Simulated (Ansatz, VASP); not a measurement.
BN: VASP beside Ansatz

The input INCAR:

```
SYSTEM = BN
  ALGO = Normal
  EDIFF = 1E-6
  ENCUT = 600
  GGA = PS
  GGA_COMPAT = .FALSE.
  ISIF = 2
  ISMEAR = 0
  LASPH = .TRUE.
  LCHARG = .FALSE.
  LREAL = .FALSE.
  LWAVE = .FALSE.
  NBANDS = 36
  NELM = 120
  PREC = Accurate
  SIGMA = 0.05
```

KPOINTS

```
k-points
0
G
  10 10 2
  0 0 0
```

POSCAR

```
BN
1.0
   -2.5410113134      0.0000000000      0.0000000000
   -1.2705056567     -2.2005803487      0.0000000000
   -1.9057584850     -1.1002901744     12.6098865131
B N
6 6
Direct
    0.6354445007      0.6354445007      0.0624443320
    0.4687778340      0.4687778340      0.3957776653
    0.3021111673      0.3021111673      0.7291109987
   -0.1145554993     -0.1145554993      0.8957776653
    0.2187778340      0.2187778340      0.2291109987
    0.0521111673      0.0521111673      0.5624443320
    0.1978554993      0.1978554993      0.9376223347
    0.5311888327      0.5311888327      0.2709556680
    0.3645221660      0.3645221660      0.6042890013
   -0.0521445007     -0.0521445007      0.7709556680
    0.2811888327      0.2811888327      0.1042890013
    0.1145221660      0.1145221660      0.4376223347
```

Input for Ansatz:

```yaml
crystal:
  lattice:
    - [-2.5410113134, 0.0, 0.0]
    - [-1.2705056567, -2.2005803487, 0.0]
    - [-1.905758485, -1.1002901744, 12.6098865131]
  atoms:
    - { symbol: B, position: [0.6354445007, 0.6354445007, 0.062444332] }
    - { symbol: B, position: [0.468777834, 0.468777834, 0.3957776653] }
    - { symbol: B, position: [0.3021111673, 0.3021111673, 0.7291109987] }
    - { symbol: B, position: [-0.1145554993, -0.1145554993, 0.8957776653] }
    - { symbol: B, position: [0.218777834, 0.218777834, 0.2291109987] }
    - { symbol: B, position: [0.0521111673, 0.0521111673, 0.562444332] }
    - { symbol: "N", position: [0.1978554993, 0.1978554993, 0.9376223347] }
    - { symbol: "N", position: [0.5311888327, 0.5311888327, 0.270955668] }
    - { symbol: "N", position: [0.364522166, 0.364522166, 0.6042890013] }
    - { symbol: "N", position: [-0.0521445007, -0.0521445007, 0.770955668] }
    - { symbol: "N", position: [0.2811888327, 0.2811888327, 0.1042890013] }
    - { symbol: "N", position: [0.114522166, 0.114522166, 0.4376223347] }
basis:
  ecutwfc: 420
kpoints:
  mp_grid: { grid: [10, 10, 2] }
hamiltonian:
  xc: pbesol
scf:
  occupations: { method: gaussian, width: 0.05 }
output:
  forces: true
  stress: true
  eigenvalues: true
```

Alike in both runs: task single point; functional PBEsol; k mesh 10 × 10 × 2; occupations gaussian, width 0.05 eV; no spin polarisation.

```csv
,VASP,Ansatz
version,VASP 6.6.1,Ansatz 0.2.0
potentials or method,"VASP PAW PBE potentials, release 64 (B, N), cutoff 600 eV","scalar-relativistic, plane waves, PAW"
valence electrons in the cell,48,48
```

VASP gave:

* gap on the k mesh at the Fermi level (eV): 2.61
* least direct gap on the mesh (eV): 3.49
* pressure (GPa): 1.5
* traceless stress, the component that is largest in VASP (GPa): 11.08
* rms of the force components (eV/Å): 0.558

Question: Which values does Ansatz return?

Answer: gap on the k mesh at the Fermi level (eV): 2.61; least direct gap on the mesh (eV): 3.50; pressure (GPa): 1.2; traceless stress, the component that is largest in VASP (GPa): 11.19; rms of the force components (eV/Å): 0.560.

VASP's potentials were made for PBE, not for PBEsol. Atom by atom the forces differ by 0.005 eV/Å (rms over components).
